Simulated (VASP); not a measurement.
A run of VASP 6.6.1 is set up as follows.

The input INCAR:

```
SYSTEM = SiC
PREC = Accurate ; ENCUT = 520
EDIFF = 1E-6 ; ISMEAR = 0
SIGMA = 0.02 ; LREAL = .False.
LASPH = .True. ; NELM = 60
ALGO = Normal ; ISIF = 2
LWAVE = .False. ; LCHARG = .False.
GGA = PE ; NBANDS = 11
```

Contents of KPOINTS:

```
regular mesh
0
Gamma
  12 12 12
  0 0 0
```

POSCAR

```
SiC
1.0
    0.0000000000      2.2350024400      2.2350024400
    2.2350024400      0.0000000000      2.2350024400
    2.2350024400      2.2350024400      0.0000000000
Si C
1 1
Direct
    0.0000000000      0.0000000000      0.0000000000
    0.7500000000      0.7500000000      0.7500000000
```

Potentials or basis: VASP PAW PBE potentials, release 64 (Si, C).

Launch:

```bash
$ cat potpaw_PBE.64/Si/POTCAR potpaw_PBE.64/C/POTCAR > POTCAR
$ mpirun -np 1 vasp_std > vasp.out
```

(1) Estimate the band gap on the k mesh.

(2) What does it give for the pressure?

## Answers

(1) 1.42 eV (least direct gap 4.46 eV).

(2) -11.6 GPa.

Caveat: the cell differs from its parent crystal (strained); the cell stands under tension.
